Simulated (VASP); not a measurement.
# B (Pm-3m) in VASP: notebook, part 2 of 2

VASP 6.6.1.

## (4) Single point, r2SCAN

This run uses another cell than the first one, of 6.69 Å³/atom, 0.926 times its volume.

Contents of POSCAR:

```
B
1.0
    1.8844875098      0.0000000000      0.0000000000
    0.0000000000      1.8844875098      0.0000000000
    0.0000000000      0.0000000000      1.8844875098
B
1
Direct
    0.0000000000      0.0000000000      0.0000000000
```

Contents of INCAR.step1:

```
SYSTEM = B
ALGO = Normal ; EDIFF = 1E-4
ENCUT = 520 ; GGA = PE
ISMEAR = -1 ; LASPH = .TRUE.
LCHARG = .FALSE. ; LREAL = .FALSE.
LWAVE = .TRUE. ; NBANDS = 8
NELM = 100 ; PREC = Accurate
SIGMA = 0.1
```

Contents of INCAR.step2:

```
SYSTEM = B
ALGO = Normal ; EDIFF = 1E-7
ENCUT = 520 ; ISIF = 2
ISMEAR = -1 ; ISTART = 1
LASPH = .TRUE. ; LCHARG = .FALSE.
LMIXTAU = .TRUE. ; LREAL = .FALSE.
LWAVE = .FALSE. ; METAGGA = R2SCAN
NBANDS = 8 ; NELM = 100
PREC = Accurate ; SIGMA = 0.1
```

Contents of KPOINTS:

```
k-points
0
G
  27 27 27
  0 0 0
```

Potentials or basis: VASP PAW PBE potentials, release 64 (B).

The run is started by

```console
> cat potpaw_PBE.64/B/POTCAR > POTCAR
> cp INCAR.step1 INCAR
> mpirun -np 1 vasp_std > vasp.out
> cp INCAR.step2 INCAR
> mpirun -np 1 vasp_std > vasp.out
```

OUTCAR:

```text
SYSTEM = B
   EDIFF = 1E-7
   ENCUT = 520
   ISIF = 2
   ISMEAR = -1
   ISTART = 1
   LASPH = .TRUE.
   LREAL = .FALSE.
   METAGGA = R2SCAN
   NELM = 100
   PREC = Accurate

 ion  position               nearest neighbor table
   1  0.000  0.000  0.000-

  LATTYP: Found a simple cubic cell.
 ALAT       =     1.8844875098

  Lattice vectors:

 A1 = (   1.8844875098,   0.0000000000,   0.0000000000)
 A2 = (   0.0000000000,   1.8844875098,   0.0000000000)
 A3 = (   0.0000000000,   0.0000000000,   1.8844875098)

Analysis of symmetry for initial positions (statically):
=====================================================================
 Subroutine PRICEL returns:
 Original cell was already a primitive cell.

 Routine SETGRP: Setting up the symmetry group for a
 simple cubic supercell.

 Subroutine GETGRP returns: Found 48 space group operations
 (whereof 48 operations were pure point group operations)
 out of a pool of 48 trial point group operations.

The static configuration has the point symmetry O_h .

Analysis of symmetry for dynamics (positions and initial velocities):
=====================================================================
 Subroutine PRICEL returns:
[... 153 lines left out ...]
  energy without entropy =       -6.13066140  energy(sigma->0) =       -6.13494455

 E-fermi :   7.0709     XC(G=0): -13.2857

 val. band max:        7.0676384484   @ k =   0.4074   0.3704   0.1852
 cond. band min:       7.0756992347   @ k =   0.3333   0.1481   0.0741
 fundamental gap:      0.0080607863
 Fermi energy:         7.0709369480

 k-point     1 :       0.0000    0.0000    0.0000
  band No.  band energies     occupation
      1      -9.7854      2.00000
      2      21.7388      0.00000
      3      21.7388      0.00000
      4      21.7388      0.00000
      5      32.0989      0.00000
      6      32.0989      0.00000
      7      42.7509      0.00000
      8      63.5606      0.00000
[... 243 lines left out ...]
 k-point    24 :       0.3704    0.0370    0.0000
  band No.  band energies     occupation
      1      -4.8004      2.00000
      2       4.7130      2.00000
      3      24.7018      0.00000
      4      25.1196      0.00000
      5      37.8754      0.00000
      6      39.4081      0.00000
      7      47.0846      0.00000
      8      47.5754      0.00000

 [... further k-points ...]
[... 5 lines left out ...]
  --------------------------------------------------------------------------------------
  -------------------------------------------------------------------------------------
  Total        0.0194170      0.0194170      0.0194170     -0.0000000     -0.0000000     -0.0000000
  in kB        4.6485017      4.6485017      4.6485017     -0.0000000     -0.0000000     -0.0000000
  external PRESSURE =       4.6485017 kB  Pullay stress =       0.0000000 kB

 VOLUME and BASIS-vectors are now :
 -----------------------------------------------------------------------------
  energy-cutoff  :      520.00
  volume of cell :        6.69
      direct lattice vectors                 reciprocal lattice vectors
     1.884487510  0.000000000  0.000000000     0.530648250  0.000000000  0.000000000
     0.000000000  1.884487510  0.000000000     0.000000000  0.530648250  0.000000000
     0.000000000  0.000000000  1.884487510     0.000000000  0.000000000  0.530648250

 POSITION                                       TOTAL-FORCE (eV/Angst)
 -----------------------------------------------------------------------------------
      0.00000      0.00000      0.00000         0.000000      0.000000      0.000000
 -----------------------------------------------------------------------------------
    total drift:                                0.000000      0.000000     -0.000000

  FREE ENERGIE OF THE ION-ELECTRON SYSTEM (eV)
  ---------------------------------------------------
  free  energy   TOTEN  =        -6.1392277034 eV

  energy  without entropy=       -6.1306613952  energy(sigma->0) =       -6.13494455
```

OUTCAR.step1:

```text
SYSTEM = B
   EDIFF = 1E-4
   ENCUT = 520
   GGA = PE
   ISMEAR = -1
[... 480 lines left out ...]

 POSITION                                       TOTAL-FORCE (eV/Angst)
 -----------------------------------------------------------------------------------
      0.00000      0.00000      0.00000         0.000000      0.000000      0.000000
 -----------------------------------------------------------------------------------
    total drift:                                0.000000     -0.000000     -0.000000

  FREE ENERGIE OF THE ION-ELECTRON SYSTEM (eV)
  ---------------------------------------------------
  free  energy   TOTEN  =        -5.6140691678 eV

  energy  without entropy=       -5.6047395102  energy(sigma->0) =       -5.60940434
```

It took 33 s on 1 thread of Intel Xeon Platinum 8259CL at 2.50GHz (Skylake/Cascade Lake), shared host; peak memory 0.12 GiB.

Results:

* Free energy: -6.1392 eV
* Pressure: 0.5 GPa

Levels at points of the mesh, in eV from the Fermi level:
| k point | band 1 | band 2 | band 3 | band 4 | band 5 |
| --- | --- | --- | --- | --- | --- |
| (0.00, 0.00, 0.00) | -16.86 | 14.67 | 14.67 | 14.67 | 25.03 |

Caveat: the PAW data sets were made with another functional, which shifts forces and pressure a little.

## (5) Relaxation of cell and atoms, r2SCAN

This run uses another cell than the first one, of 7.08 Å³/atom, 0.979 times its volume.

Contents of POSCAR:

```
B
1.0
    1.9200471483      0.0000000000      0.0000000000
    0.0000000000      1.9200471483      0.0000000000
    0.0000000000      0.0000000000      1.9200471483
B
1
Direct
    0.0000000000      0.0000000000      0.0000000000
```

Contents of INCAR.step1:

```
PREC     = Accurate       # precision mode
ENCUT    = 600            # plane-wave cutoff, eV
ISMEAR   = -1             # smearing method
SIGMA    = 0.1            # smearing width, eV
LREAL    = F              # projectors in reciprocal space
LASPH    = T              # aspherical terms in the spheres
NELM     = 60             # most SCF steps
GGA      = PE             # functional
ALGO     = Normal         # electronic algorithm
EDIFF    = 1E-4           # SCF threshold, eV
LWAVE    = T              # write WAVECAR
LCHARG   = F              # write CHGCAR
```

Contents of INCAR.step2:

```
PREC     = Accurate       # precision mode
ENCUT    = 600            # plane-wave cutoff, eV
EDIFF    = 1E-6           # SCF threshold, eV
ISMEAR   = -1             # smearing method
SIGMA    = 0.1            # smearing width, eV
LREAL    = F              # projectors in reciprocal space
LASPH    = T              # aspherical terms in the spheres
NELM     = 60             # most SCF steps
ALGO     = Normal         # electronic algorithm
ISIF     = 3              # what is computed and relaxed
LWAVE    = F              # write WAVECAR
LCHARG   = F              # write CHGCAR
METAGGA  = R2SCAN         # meta-GGA
LMIXTAU  = T            
IBRION   = 2              # ionic algorithm
NSW      = 80             # ionic steps
EDIFFG   = -0.01          # ionic threshold
ISTART   = 1
```

Contents of KPOINTS:

```
regular mesh
0
Gamma
  16 16 16
```

The run is started by

```console
> cat potpaw_PBE.64/B/POTCAR > POTCAR
> cp INCAR.step1 INCAR
> mpirun -np 1 vasp_std > vasp.out
> cp INCAR.step2 INCAR
> mpirun -np 1 vasp_std > vasp.out
```

Run time: 21 s. Hardware: 1 thread of Intel Xeon Platinum 8259CL at 2.50GHz (Skylake/Cascade Lake), shared host; peak memory 0.11 GiB.

The run converged. Its results:

```yaml
Free_energy: -6.1483 eV
Relaxed_volume: 6.69 Å³/atom
Relaxed_cell: a = 1.884 Å, b = 1.884 Å, c = 1.884 Å, α = 90.00°, β = 90.00°, γ = 90.00°
Space_group_after_relaxing_to_0.05_Å: Pm-3m (No. 221)
Energy_gained_by_relaxing: 15.2 meV/atom
Ionic_steps: 3
Pressure_after_relaxing: -0.1 GPa
```

The path:
```
step  energy change (eV)  largest force (eV/Å)  pressure (GPa)  volume (Å³)
   1              0.0000                0.0000          -11.94         7.08
   2             -0.0130                0.0000            5.10         6.55
   3             -0.0152                0.0000           -0.08         6.69
```

Final structure:
```
CELL_PARAMETERS angstrom
1.88418 0.00000 0.00000
0.00000 1.88418 0.00000
0.00000 0.00000 1.88418
ATOMIC_POSITIONS crystal
B 0.00000 0.00000 0.00000
```

Levels at points of the mesh, in eV from the Fermi level:
```csv
k point,band 1,band 2,band 3,band 4,band 5
"(0.00, 0.00, 0.00)",-16.88,14.65,14.65,14.65,25.01
"(0.50, 0.00, 0.00)",-8.71,-6.82,18.88,18.88,32.38
"(0.50, 0.50, 0.00)",-2.09,-2.09,4.40,8.69,22.35
"(0.50, 0.50, 0.50)",3.74,3.74,3.74,17.14,17.14
```

Caveat: the PAW data sets were made with another functional, which shifts forces and pressure a little.

## (6) The runs side by side

| task | cell | k mesh | cutoff (eV) | gap on the mesh (eV) | pressure (GPa) |
| --- | --- | --- | --- | --- | --- |
| single point | a = 1.933 Å, 1 atom | 19 × 19 × 19 | 520 | none | -15.4 |
| single point | a = 1.957 Å, 1 atom | 19 × 19 × 19 | 520 | none | -21.3 |
| single point | a = 1.884 Å, 1 atom | 27 × 27 × 27 | 520 | none | 0.5 |
| relaxation of cell and atoms | relaxed from a = 1.920 Å, 1 atom | 16 × 16 × 16 | 600 | none | -0.1 |

Alike in all rows: level r2SCAN; potentials or basis VASP PAW PBE potentials, release 64 (B); no spin polarisation; smearing fermi-dirac 0.1 eV.

Caveats: the PAW data sets were made with another functional, which shifts forces and pressure a little.

Total energies depend on the potentials used, so only differences within one code and one set of settings carry meaning.
